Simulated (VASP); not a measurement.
# KMgF3 (Pm-3m) in VASP: notebook

The runs below take KMgF3 through single point, with PBE.

Program: VASP 6.6.1. These are calculated values, not measurements. Logs are shortened: lines on timing, memory, paths and dates and some standing lists are left out, and cuts for length are marked.

## Step 1: The cell of the first run

It takes space group Pm-3m (No. 221, cubic). Conventional cell: a = 3.567 Å, b = 3.567 Å, c = 3.567 Å, α = 90.00°, β = 90.00°, γ = 90.00°. K (site symmetry m-3m) has 12 F at 2.52 Å and 8 Mg at 3.09 Å within 3.3 Å. Mg (site symmetry m-3m) has 6 F at 1.78 Å within 2.4 Å. F (site symmetry 4/mmm) has 2 Mg at 1.78 Å within 2.4 Å.

## Step 2: Single point, PBE

The input, INCAR:

```
  ALGO = Normal
  EDIFF = 1E-6
  ENCUT = 520
  GGA = PE
  ISIF = 2
  ISMEAR = 0
  LASPH = T
  LCHARG = T
  LELF = T
  LREAL = F
  LVHAR = T
  LWAVE = F
  NBANDS = 24
  NELM = 80
  PREC = Accurate
  SIGMA = 0.02
```

The input, KPOINTS:

```
k-points
0
Gamma
  6 6 6
```

The input, POSCAR:

```
KMgF3
1.0
    3.5665987731      0.0000000000      0.0000000000
    0.0000000000      3.5665987731      0.0000000000
    0.0000000000      0.0000000000      3.5665987731
K Mg F
1 1 3
Direct
    0.5000000000      0.5000000000      0.5000000000
    0.0000000000      0.0000000000      0.0000000000
    0.0000000000      0.5000000000      0.0000000000
    0.0000000000      0.0000000000      0.5000000000
    0.5000000000      0.0000000000      0.0000000000
```

Potentials or basis: VASP PAW PBE potentials, release 64 (K_sv, Mg, F).

Run with:

```sh
$ cat potpaw_PBE.64/K_sv/POTCAR potpaw_PBE.64/Mg/POTCAR potpaw_PBE.64/F/POTCAR > POTCAR
$ mpirun -np 1 vasp_std > vasp.out
```

OUTCAR:

```text
EDIFF = 1E-6
   ENCUT = 520
   GGA = PE
   ISIF = 2
   ISMEAR = 0
   LASPH = T
   LREAL = F
   NELM = 80
   PREC = Accurate

 ion  position               nearest neighbor table
   1  0.500  0.500  0.500-   3 2.52   4 2.52   5 2.52   3 2.52   5 2.52   4 2.52   5 2.52   5 2.52
                             3 2.52   4 2.52   3 2.52   4 2.52   2 3.09   2 3.09   2 3.09   2 3.09
   2  0.000  0.000  0.000-   3 1.78   4 1.78   5 1.78   4 1.78   3 1.78   5 1.78   1 3.09   1 3.09
                             1 3.09   1 3.09   1 3.09   1 3.09   1 3.09   1 3.09
   3  0.000  0.500  0.000-   2 1.78   2 1.78   1 2.52   1 2.52   1 2.52   1 2.52
   4  0.000  0.000  0.500-   2 1.78   2 1.78   1 2.52   1 2.52   1 2.52   1 2.52
   5  0.500  0.000  0.000-   2 1.78   2 1.78   1 2.52   1 2.52   1 2.52   1 2.52

  LATTYP: Found a simple cubic cell.
 ALAT       =     3.5665987731

  Lattice vectors:

 A1 = (   3.5665987731,   0.0000000000,   0.0000000000)
 A2 = (   0.0000000000,   3.5665987731,   0.0000000000)
 A3 = (   0.0000000000,   0.0000000000,   3.5665987731)

Analysis of symmetry for initial positions (statically):
=====================================================================
 Subroutine PRICEL returns:
 Original cell was already a primitive cell.

 Routine SETGRP: Setting up the symmetry group for a
 simple cubic supercell.

 Subroutine GETGRP returns: Found 48 space group operations
 (whereof 48 operations were pure point group operations)
 out of a pool of 48 trial point group operations.

The static configuration has the point symmetry O_h .

Analysis of symmetry for dynamics (positions and initial velocities):
=====================================================================
 Subroutine PRICEL returns:
 Original cell was already a primitive cell.

 Routine SETGRP: Setting up the symmetry group for a
 simple cubic supercell.

 Subroutine GETGRP returns: Found 48 space group operations
 (whereof 48 operations were pure point group operations)
 out of a pool of 48 trial point group operations.

The dynamic configuration has the point symmetry O_h .

 Subroutine INISYM returns: Found 48 space group operations
 (whereof 48 operations are pure point group operations),
 and found     1 'primitive' translations

----------------------------------------------------------------------------------------

                                     Primitive cell

  volume of cell :      45.3694

  direct lattice vectors                    reciprocal lattice vectors
     3.566598773  0.000000000  0.000000000     0.280379169  0.000000000  0.000000000
     0.000000000  3.566598773  0.000000000     0.000000000  0.280379169  0.000000000
     0.000000000  0.000000000  3.566598773     0.000000000  0.000000000  0.280379169

  length of vectors
     3.566598773  3.566598773  3.566598773     0.280379169  0.280379169  0.280379169

  position of ions in fractional coordinates (direct lattice)
     0.500000000  0.500000000  0.500000000
     0.000000000  0.000000000  0.000000000
     0.000000000  0.500000000  0.000000000
     0.000000000  0.000000000  0.500000000
     0.500000000  0.000000000  0.000000000

  ion indices of the primitive-cell ions
   primitive index   ion index
                 1           1
                 2           2
                 3           3
                 4           4
                 5           5

----------------------------------------------------------------------------------------

 KPOINTS: k-points

Automatic generation of k-mesh.
 Grid dimensions read from file:
 generate k-points for:    6    6    6

 Generating k-lattice:

  Cartesian coordinates                     Fractional coordinates (reciprocal lattice)
     0.046729861  0.000000000  0.000000000     0.166666667  0.000000000  0.000000000
     0.000000000  0.046729861  0.000000000     0.000000000  0.166666667  0.000000000
     0.000000000  0.000000000  0.046729861     0.000000000  0.000000000  0.166666667

  Length of vectors
     0.046729861  0.046729861  0.046729861

  Shift w.r.t. Gamma in fractional coordinates (k-lattice)
     0.000000000  0.000000000  0.000000000

 Subroutine IBZKPT returns following result:
 ===========================================

 Found     20 irreducible k-points:

 Following reciprocal coordinates:
            Coordinates               Weight
  0.000000  0.000000  0.000000      1.000000
  0.166667  0.000000  0.000000      6.000000
  0.333333  0.000000  0.000000      6.000000
  0.500000  0.000000  0.000000      3.000000
  0.166667  0.166667  0.000000     12.000000
  0.333333  0.166667  0.000000     24.000000
[... 12 lines left out ...]
  0.500000  0.500000  0.333333      6.000000
  0.500000  0.500000  0.500000      1.000000
   k-points           NKPTS =     20   k-points in BZ     NKDIM =     20   number of bands    NBANDS=     24
   number of dos      NEDOS =    301   number of ions     NIONS =      5
   total plane-waves  NPLWV =  21952
   dimension x,y,z NGX =    28 NGY =   28 NGZ =   28
   dimension x,y,z NGXF=    56 NGYF=   56 NGZF=   56
   ions per type =               1   1   3
   NGX,Y,Z   is equivalent  to a cutoff of  13.05, 13.05, 13.05 a.u.
   NGXF,Y,Z  is equivalent  to a cutoff of  26.10, 26.10, 26.10 a.u.
 SYSTEM =  unknown system
   PREC   = accura    normal or accurate (medium, high low for compatibility)
   ISTART =      0    job   : 0-new  1-cont  2-samecut
   ICHARG =      2    charge: 1-file 2-atom 10-const
   ISPIN  =      1    spin polarized calculation?
   LNONCOLLINEAR =      F non collinear calculations
   LSORBIT =      F    spin-orbit coupling
   LASPH  =      T    aspherical Exc in radial PAW
   ENCUT  =  520.0 eV  38.22 Ry    6.18 a.u.   6.63  6.63  6.63*2*pi/ulx,y,z
   NELM   =     80;   NELMIN=  2; NELMDL= -5     # of ELM steps
   EDIFF  = 0.1E-05   stopping-criterion for ELM
   LREAL  =      F    real-space projection
   EDIFFG = 0.1E-04   stopping-criterion for IOM
   NSW    =      0    number of steps for IOM
   IBRION =     -1    ionic relax: 0-MD 1-quasi-New 2-CG
   NFREE  =      0    steps in history (QN), initial steepest desc. (CG)
   ISIF   =      2    stress and relaxation
   ISYM   =      2    0-nonsym 1-usesym 2-fastsym
   POTIM  = 0.5000    time-step for ionic-motion
   TEBEG  =    0.0;   TEEND  =   0.0 temperature during run
   PSTRESS=    0.0 pullay stress
   NELECT =      32.0000    total number of electrons
   NUPDOWN=      -1.0000    fix difference up-down
   EMIN   =  10.00;   EMAX   =-10.00  energy-range for DOS
   EFERMI =   0.00;   METHOD = LEGACY
   ISMEAR =     0;   SIGMA  =   0.02  broadening in eV -4-tet -1-fermi 0-gaus
   EFERMI_NEDOS =   21; number of points for ismear=-14 and -15
   IALGO  =     38    algorithm
   IMIX   =      4    mixing-type and parameters
     AMIX     =   0.40;   BMIX     =  1.00
     AMIX_MAG =   1.60;   BMIX_MAG =  1.00
  volume/ion in A,a.u.               =       9.07        61.23
  Fermi-wavevector in a.u.,A,eV,Ry     =   1.457261  2.753823 28.893449  2.123609
  Thomas-Fermi vector in A             =   2.574083
   LORBIT       =      0    0 simple, 1 ext, 2 COOP (PROOUT), +10 PAW based schemes
   GGA     = PE    functional components
   LHFCALC =     F    Hartree Fock is set to
   AEXX    =    0.0000 exact exchange contribution
   IVDW    =     0    specifies the selected vdW correction
   LEPSILON=     F    determine dielectric tensor
   LRPA    =     F    only Hartree local field effects (RPA)
 non-spin polarized calculation
 Gauss-broadening in eV      SIGMA  =   0.02
  energy-cutoff  :      520.00
  volume of cell :       45.37
 maximum number of plane-waves:      1233
 NGX is ok and might be reduce to    28
   NGX = 13   NGY = 13   NGZ = 13

 number of electron      32.0000046 magnetization

 Free energy of the ion-electron system (eV)
  ---------------------------------------------------
  ext. energy  EPLUGINS =         0.00000000
  ---------------------------------------------------
  free energy    TOTEN  =       -21.62412158 eV

  energy without entropy =      -21.62412158  energy(sigma->0) =      -21.62412158

 E-fermi :   0.7363     XC(G=0): -11.4625

 val. band max:        0.5097857600   @ k =   0.5000   0.5000   0.5000
 cond. band min:      10.8919475960   @ k =   0.0000   0.0000   0.0000
 fundamental gap:     10.3821618360
 Fermi energy:         0.7362891442

 k-point     1 :       0.0000    0.0000    0.0000
  band No.  band energies     occupation
      1     -24.8019      2.00000
      2     -20.5599      2.00000
      3     -19.4992      2.00000
      4     -19.4992      2.00000
      5      -8.3012      2.00000
      6      -8.3012      2.00000
[... 16 lines left out ...]
     23      19.1024      0.00000
     24      22.1037      0.00000

 k-point     2 :       0.1667    0.0000    0.0000
  band No.  band energies     occupation
      1     -24.7521      2.00000
      2     -20.5549      2.00000
      3     -19.5721      2.00000
      4     -19.4928      2.00000
      5      -8.2446      2.00000
      6      -8.2446      2.00000
[... 16 lines left out ...]
     23      19.1057      0.00000
     24      21.5090      0.00000

 k-point     3 :       0.3333    0.0000    0.0000
  band No.  band energies     occupation
      1     -24.6476      2.00000
      2     -20.5626      2.00000
      3     -19.7015      2.00000
      4     -19.4789      2.00000
      5      -8.1254      2.00000
      6      -8.1254      2.00000
[... 16 lines left out ...]
     23      18.5935      0.00000
     24      20.2245      0.00000

 k-point     4 :       0.5000    0.0000    0.0000
  band No.  band energies     occupation
      1     -24.5925      2.00000
      2     -20.5788      2.00000
      3     -19.7556      2.00000
      4     -19.4724      2.00000
      5      -8.0624      2.00000
      6      -8.0624      2.00000
[... 16 lines left out ...]
     23      17.7385      0.00000
     24      19.5864      0.00000

 k-point     5 :       0.1667    0.1667    0.0000
  band No.  band energies     occupation
      1     -24.7070      2.00000
      2     -20.5335      2.00000
      3     -19.6060      2.00000
      4     -19.5253      2.00000
      5      -8.2989      2.00000
      6      -8.1904      2.00000
[... 16 lines left out ...]
     23      19.0712      0.00000
     24      20.5788      0.00000

 k-point     6 :       0.3333    0.1667    0.0000
  band No.  band energies     occupation
      1     -24.6127      2.00000
      2     -20.4986      2.00000
      3     -19.7302      2.00000
      4     -19.5277      2.00000
      5      -8.2440      2.00000
      6      -8.0764      2.00000
[... 16 lines left out ...]
     23      18.6242      0.00000
     24      19.9149      0.00000
[... 271 lines left out ...]
 k-point    17 :       0.3333    0.3333    0.3333
  band No.  band energies     occupation
      1     -24.4708      2.00000
      2     -20.1458      2.00000
      3     -19.7593      2.00000
      4     -19.7593      2.00000
      5      -8.6022      2.00000
      6      -8.6022      2.00000
[... 16 lines left out ...]
     23      19.0477      0.00000
     24      20.1618      0.00000

 k-point    18 :       0.5000    0.3333    0.3333
  band No.  band energies     occupation
      1     -24.4469      2.00000
      2     -20.0294      2.00000
      3     -19.8517      2.00000
      4     -19.7421      2.00000
      5      -8.6899      2.00000
      6      -8.6430      2.00000
[... 16 lines left out ...]
     23      18.5213      0.00000
     24      19.9496      0.00000

 k-point    19 :       0.5000    0.5000    0.3333
  band No.  band energies     occupation
      1     -24.4277      2.00000
      2     -19.8691      2.00000
      3     -19.8473      2.00000
      4     -19.8473      2.00000
      5      -8.7575      2.00000
      6      -8.7575      2.00000
[... 16 lines left out ...]
     23      19.0297      0.00000
     24      19.0297      0.00000

 k-point    20 :       0.5000    0.5000    0.5000
  band No.  band energies     occupation
      1     -24.4124      2.00000
      2     -19.8273      2.00000
      3     -19.8273      2.00000
      4     -19.8273      2.00000
      5      -8.8807      2.00000
      6      -8.8807      2.00000
[... 16 lines left out ...]
     23      19.5513      0.00000
     24      19.5513      0.00000

------------------------ aborting loop because EDIFF is reached ----------------------------------------

  FORCE on cell =-STRESS in cart. coord.  units (eV):
  Direction    XX          YY          ZZ          XY          YZ          ZX
  --------------------------------------------------------------------------------------
  -------------------------------------------------------------------------------------
  Total       17.1350395     17.1350395     17.1350395      0.0000000     -0.0000000      0.0000000
  in kB      605.1080427    605.1080427    605.1080427      0.0000000     -0.0000000      0.0000000
  external PRESSURE =     605.1080427 kB  Pullay stress =       0.0000000 kB

 VOLUME and BASIS-vectors are now :
 -----------------------------------------------------------------------------
  energy-cutoff  :      520.00
  volume of cell :       45.37
      direct lattice vectors                 reciprocal lattice vectors
     3.566598773  0.000000000  0.000000000     0.280379169  0.000000000  0.000000000
     0.000000000  3.566598773  0.000000000     0.000000000  0.280379169  0.000000000
     0.000000000  0.000000000  3.566598773     0.000000000  0.000000000  0.280379169

 POSITION                                       TOTAL-FORCE (eV/Angst)
 -----------------------------------------------------------------------------------
      1.78330      1.78330      1.78330         0.000000      0.000000      0.000000
      0.00000      0.00000      0.00000         0.000000      0.000000      0.000000
      0.00000      1.78330      0.00000         0.000000      0.000000      0.000000
      0.00000      0.00000      1.78330         0.000000      0.000000      0.000000
      1.78330      0.00000      0.00000         0.000000      0.000000      0.000000
 -----------------------------------------------------------------------------------
    total drift:                                0.000000      0.000000     -0.000000

  FREE ENERGIE OF THE ION-ELECTRON SYSTEM (eV)
  ---------------------------------------------------
  free  energy   TOTEN  =       -21.6241215774 eV

  energy  without entropy=      -21.6241215774  energy(sigma->0) =      -21.62412158
```

It took 16 s on 1 thread of Intel Xeon Platinum 8488C (Sapphire Rapids), shared host; peak memory 0.16 GiB.

What came out:

| Property | Result |
| --- | --- |
| Free energy | -21.6241 eV |
| Pressure | 60.5 GPa |
| Band gap on the k mesh | 10.38 eV, indirect (least direct gap 10.63 eV) |

## Step 3: Single point, PBE

This run uses another cell than the first one, of 10.32 Å³/atom, 1.137 times its volume.

The input, INCAR:

```
SYSTEM = KMgF3
PREC     = Accurate       ! precision mode
ENCUT    = 520            ! plane-wave cutoff, eV
EDIFF    = 1E-6           ! SCF threshold, eV
ISMEAR   = 0              ! smearing method
SIGMA    = 0.02           ! smearing width, eV
LREAL    = .False.        ! projectors in reciprocal space
LASPH    = .True.         ! aspherical terms in the spheres
NELM     = 100            ! most SCF steps
ALGO     = Normal         ! electronic algorithm
ISIF     = 2              ! what is computed and relaxed
LWAVE    = .False.        ! write WAVECAR
LCHARG   = .True.         ! write CHGCAR
GGA      = PE             ! functional
LELF     = .True.         ! ELF
LVHAR    = .True.       
NBANDS   = 24             ! bands
```

The input, KPOINTS:

```
regular mesh
0
Gamma
  6 6 6
  0 0 0
```

POSCAR: that of step 2 with these lines changed.

```diff
@@ -2,5 +2,5 @@
 1.0
-    3.5665987731      0.0000000000      0.0000000000
-    0.0000000000      3.5665987731      0.0000000000
-    0.0000000000      0.0000000000      3.5665987731
+    3.7224178609      0.0000000000      0.0000000000
+    0.0000000000      3.7224178609      0.0000000000
+    0.0000000000      0.0000000000      3.7224178609
 K Mg F
```

Potentials or basis: VASP PAW PBE potentials, release 64 (K_sv, Mg, F).

Run with:

```sh
$ cat potpaw_PBE.64/K_sv/POTCAR potpaw_PBE.64/Mg/POTCAR potpaw_PBE.64/F/POTCAR > POTCAR
$ mpirun -np 1 vasp_std > vasp.out
```

Run time: 19 s. Hardware: 1 thread of Intel Xeon Platinum 8488C (Sapphire Rapids), shared host; peak memory 0.17 GiB.

It converged, with:

| Quantity | Value |
| --- | --- |
| Free energy | -23.3341 eV |
| Pressure | 29.8 GPa |
| Band gap on the k mesh | 9.07 eV, indirect (least direct gap 9.37 eV) |

Levels at points of the mesh, in eV from the valence-band top:
| k point | band 14 | band 15 | band 16 | band 17 | band 18 | band 19 |
| --- | --- | --- | --- | --- | --- | --- |
| (0.00, 0.00, 0.00) | -0.30 | -0.30 | -0.30 | 9.07 | 10.30 | 10.30 |
| (0.50, 0.00, 0.00) | -1.11 | -0.66 | -0.66 | 11.44 | 11.66 | 12.76 |
| (0.50, 0.50, 0.00) | -1.05 | -1.05 | -0.03 | 12.07 | 12.66 | 13.76 |
| (0.50, 0.50, 0.50) | 0.00 | 0.00 | 0.00 | 11.25 | 11.25 | 11.25 |

[end of part 1 of 2]
